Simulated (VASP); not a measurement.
# C (P6_3/mmc) in VASP: further runs, part 2 of 2

VASP 6.6.1.

## Step 4: Single point, r2SCAN+D3(BJ)

The COD entry that gives the cell may itself be a prediction, so a difference from it is no test against experiment.

This run uses another cell than the first one, of 5.33 Å³/atom, 0.887 times its volume.

File POSCAR:

```
C
1.0
    2.4706141248      0.0000000000      0.0000000000
   -1.2353070624      2.1396145950      0.0000000000
    0.0000000000      0.0000000000      8.0689487361
C
8
Direct
    0.6666666667      0.3333333333      0.8437500000
    0.3333333333      0.6666666667      0.3437500000
    0.6666666667      0.3333333333      0.6562500000
    0.3333333333      0.6666666667      0.1562500000
    0.0000000000      0.0000000000      0.9062500000
    0.0000000000      0.0000000000      0.4062500000
    0.0000000000      0.0000000000      0.5937500000
    0.0000000000      0.0000000000      0.0937500000
```

File INCAR.step1:

```
SYSTEM = C
  ALGO = Normal
  EDIFF = 1E-4
  ENCUT = 520
  GGA = PE
  ISMEAR = -1
  LASPH = .TRUE.
  LCHARG = .FALSE.
  LREAL = .FALSE.
  LWAVE = .TRUE.
  NBANDS = 26
  NELM = 60
  PREC = Accurate
  SIGMA = 0.05
```

File INCAR.step2:

```
SYSTEM = C
  ALGO = Normal
  EDIFF = 1E-6
  ENCUT = 520
  ISIF = 2
  ISMEAR = -1
  ISTART = 1
  IVDW = 12
  LASPH = .TRUE.
  LCHARG = .FALSE.
  LMIXTAU = .TRUE.
  LREAL = .FALSE.
  LWAVE = .FALSE.
  METAGGA = R2SCAN
  NBANDS = 26
  NELM = 60
  PREC = Accurate
  SIGMA = 0.05
  VDW_A1 = 0.49484001
  VDW_A2 = 5.73083694
  VDW_S6 = 1.0
  VDW_S8 = 0.78981345
```

File KPOINTS:

```
k-points
0
G
  12 12 4
  0 0 0
```

Launch:

```sh
cat potpaw_PBE.64/C/POTCAR > POTCAR
cp INCAR.step1 INCAR
mpirun -np 1 vasp_std > vasp.out
cp INCAR.step2 INCAR
mpirun -np 1 vasp_std > vasp.out
```

It took 5.8 min on 1 thread of AMD EPYC 7R13, shared host; peak memory 0.17 GiB.

It converged, with:

| Quantity | Value |
| --- | --- |
| Free energy | -79.0480 eV |
| Pressure | 27.3 GPa |
| Largest force | 0.405 eV/Å |
| Band gap on the k mesh | 4.78 eV, indirect (least direct gap 5.54 eV) |
| Dispersion energy per atom | -0.096 eV |

Forces on the atoms (eV/Å):
```
C    0.000  0.000  0.366
C    0.000  0.000  0.366
C    0.000  0.000 -0.366
C    0.000  0.000 -0.366
C    0.000  0.000  0.405
C    0.000  0.000  0.405
C    0.000  0.000 -0.405
C    0.000  0.000 -0.405
```

Stress tensor (GPa, compression positive):
```
22.19  0.00  0.00
 0.00 22.19  0.00
 0.00  0.00 37.59
```

Levels at points of the mesh, in eV from the valence-band top:
| k point | band 14 | band 15 | band 16 | band 17 | band 18 | band 19 |
| --- | --- | --- | --- | --- | --- | --- |
| (0.00, 0.00, 0.00) | -0.25 | 0.00 | 0.00 | 5.54 | 5.54 | 6.14 |
| (0.50, 0.00, 0.00) | -5.10 | -4.16 | -3.30 | 4.82 | 6.09 | 6.33 |
| (0.00, 0.00, 0.50) | -0.77 | -0.77 | -0.77 | 6.43 | 6.43 | 6.43 |
| (0.50, 0.00, 0.50) | -5.28 | -4.12 | -4.12 | 5.21 | 5.21 | 7.68 |

Caveat: the PAW data sets were made with another functional, which shifts forces and pressure a little. r2SCAN opens gaps a little over a GGA but as a rule still falls short of measured ones.

## Step 5: Single point, r2SCAN+D3(BJ)

This run uses another cell than the first one, of 5.45 Å³/atom, 0.906 times its volume.

POSCAR, as its differences from that of step 4:

```diff
@@ -2,5 +2,5 @@
 1.0
-    2.4706141248      0.0000000000      0.0000000000
-   -1.2353070624      2.1396145950      0.0000000000
-    0.0000000000      0.0000000000      8.0689487361
+    2.4880133891      0.0000000000      0.0000000000
+   -1.2440066945      2.1546827999      0.0000000000
+    0.0000000000      0.0000000000      8.1257741910
 C
```

File INCAR.step1:

```
  PREC = Accurate
  ENCUT = 520
  ISMEAR = -1
  SIGMA = 0.05
  LREAL = F
  LASPH = T
  NELM = 100
  NBANDS = 26
  GGA = PE
  ALGO = Normal
  EDIFF = 1E-4
  LWAVE = T
  LCHARG = F
```

File INCAR.step2:

```
  PREC = Accurate
  ENCUT = 520
  EDIFF = 1E-6
  ISMEAR = -1
  SIGMA = 0.05
  LREAL = F
  LASPH = T
  NELM = 100
  ALGO = Normal
  ISIF = 2
  LWAVE = F
  LCHARG = T
  METAGGA = R2SCAN
  LMIXTAU = T
  IVDW = 12
  VDW_S6 = 1.0
  VDW_S8 = 0.78981345
  VDW_A1 = 0.49484001
  VDW_A2 = 5.73083694
  LELF = T
  LVHAR = T
  NBANDS = 26
  ISTART = 1
```

File KPOINTS:

```
regular mesh
0
Gamma
  12 12 4
```

Potentials or basis: VASP PAW PBE potentials, release 64 (C).

Launch:

```sh
cat potpaw_PBE.64/C/POTCAR > POTCAR
cp INCAR.step1 INCAR
mpirun -np 1 vasp_std > vasp.out
cp INCAR.step2 INCAR
mpirun -np 1 vasp_std > vasp.out
```

OUTCAR:

```text
PREC = Accurate
   ENCUT = 520
   EDIFF = 1E-6
   ISMEAR = -1
   LREAL = F
   LASPH = T
   NELM = 100
   ISIF = 2
   METAGGA = R2SCAN
   IVDW = 12
   ISTART = 1
 IVDW          = 12

 ion  position               nearest neighbor table
   1  0.667  0.333  0.844-   3 1.52   5 1.52   5 1.52   5 1.52
   2  0.333  0.667  0.344-   4 1.52   6 1.52   6 1.52   6 1.52
   3  0.667  0.333  0.656-   1 1.52   7 1.52   7 1.52   7 1.52
   4  0.333  0.667  0.156-   2 1.52   8 1.52   8 1.52   8 1.52
   5  0.000  0.000  0.906-   8 1.52   1 1.52   1 1.52   1 1.52
   6  0.000  0.000  0.406-   7 1.52   2 1.52   2 1.52   2 1.52
   7  0.000  0.000  0.594-   6 1.52   3 1.52   3 1.52   3 1.52
   8  0.000  0.000  0.094-   5 1.52   4 1.52   4 1.52   4 1.52

  LATTYP: Found a hexagonal cell.
 ALAT       =     2.4880133891
 C/A-ratio  =     3.2659688355

  Lattice vectors:

 A1 = (   2.4880133891,   0.0000000000,   0.0000000000)
 A2 = (  -1.2440066945,   2.1546827999,   0.0000000000)
 A3 = (   0.0000000000,   0.0000000000,   8.1257741910)
[... 193 lines left out ...]
 fundamental gap:      4.7231423987
 Fermi energy:        11.3928557461

 k-point     1 :       0.0000    0.0000    0.0000
  band No.  band energies     occupation
      1     -12.9669      2.00000
      2     -11.1465      2.00000
      3     -11.0934      2.00000
      4      -6.7405      2.00000
      5      -4.2184      2.00000
      6       3.0972      2.00000
[... 685 lines left out ...]
     25      21.7835      0.00000
     26      23.9373      0.00000

 [... further k-points ...]

------------------------ aborting loop because EDIFF is reached ----------------------------------------

 Edisp (eV)   -0.75017

 E8    (eV) :    -0.1560

  FORCE on cell =-STRESS in cart. coord.  units (eV):
  Direction    XX          YY          ZZ          XY          YZ          ZX
  --------------------------------------------------------------------------------------
  -------------------------------------------------------------------------------------
  Total       3.05506     3.05506     7.02277     0.00000     0.00000    -0.00000
  in kB     112.36453   112.36453   258.29643     0.00000     0.00000    -0.00000
  external pressure =      161.01 kB  Pullay stress =        0.00 kB

 VOLUME and BASIS-vectors are now :
 -----------------------------------------------------------------------------
  energy-cutoff  :      520.00
  volume of cell :       43.56
      direct lattice vectors                 reciprocal lattice vectors
     2.488013389  0.000000000  0.000000000     0.401927097  0.232052718  0.000000000
    -1.244006694  2.154682800  0.000000000     0.000000000  0.464105436  0.000000000
     0.000000000  0.000000000  8.125774191     0.000000000  0.000000000  0.123065197

 POSITION                                       TOTAL-FORCE (eV/Angst)
 -----------------------------------------------------------------------------------
      1.24401      0.71823      6.85612         0.000000      0.000000      0.353579
     -0.00000      1.43646      2.79323        -0.000000      0.000000      0.353579
      1.24401      0.71823      5.33254         0.000000     -0.000000     -0.353579
     -0.00000      1.43646      1.26965        -0.000000     -0.000000     -0.353579
      0.00000      0.00000      7.36398         0.000000     -0.000000      0.389574
      0.00000      0.00000      3.30110        -0.000000     -0.000000      0.389574
      0.00000      0.00000      4.82468         0.000000      0.000000     -0.389574
      0.00000      0.00000      0.76179        -0.000000      0.000000     -0.389574
 -----------------------------------------------------------------------------------
    total drift:                               -0.000000      0.000000      0.000000

  FREE ENERGIE OF THE ION-ELECTRON SYSTEM (eV)
  ---------------------------------------------------
  free  energy   TOTEN  =       -79.1724431791 eV

  energy  without entropy=      -79.1724431790  energy(sigma->0) =      -79.17244318
```

Wall time 6.3 min (1 thread of AMD EPYC 7R13, shared host); peak memory 0.18 GiB.

What came out:

```
Free energy                : -79.1724 eV
Pressure                   : 16.1 GPa
Largest force              : 0.390 eV/Å
Band gap on the k mesh     : 4.72 eV, indirect (least direct gap 5.49 eV)
Dispersion energy per atom : -0.094 eV
```

Forces in eV/Å, atoms in the order of the input:
```
C    0.000  0.000  0.354
C    0.000  0.000  0.354
C    0.000  0.000 -0.354
C    0.000  0.000 -0.354
C    0.000  0.000  0.390
C    0.000  0.000  0.390
C    0.000  0.000 -0.390
C    0.000  0.000 -0.390
```

Stress tensor (GPa, compression positive):
```
11.24  0.00  0.00
 0.00 11.24  0.00
 0.00  0.00 25.83
```

Caveat: the PAW data sets were made with another functional, which shifts forces and pressure a little.

## Step 6: Overview

```tsv
task	level	cell	cutoff (eV)	gap on the mesh (eV)	pressure (GPa)	largest force (eV/Å)
single point	revPBE+D4	a = 2.572, b = 2.572, c = 8.399 Å, angles 90.0, 90.0, 120.0°, 8 atoms	520	4.27	-27.9	0.29
relaxation of cell and atoms	PBE+D4	relaxed from a = 2.522, b = 2.522, c = 8.237 Å, angles 90.0, 90.0, 120.0°, 8 atoms	600	4.56	0.0	0.01
single point	r2SCAN+D3(BJ)	a = 2.471, b = 2.471, c = 8.069 Å, angles 90.0, 90.0, 120.0°, 8 atoms	520	4.78	27.3	0.41
single point	r2SCAN+D3(BJ)	a = 2.488, b = 2.488, c = 8.126 Å, angles 90.0, 90.0, 120.0°, 8 atoms	520	4.72	16.1	0.39
```

Alike in all rows: potentials or basis VASP PAW PBE potentials, release 64 (C); no spin polarisation; k mesh 12 × 12 × 4; smearing fermi-dirac 0.05 eV.

Caveats: the PAW data sets were made with another functional, which shifts forces and pressure a little (some runs).

Absolute energies hang on the potentials; compare differences alone.
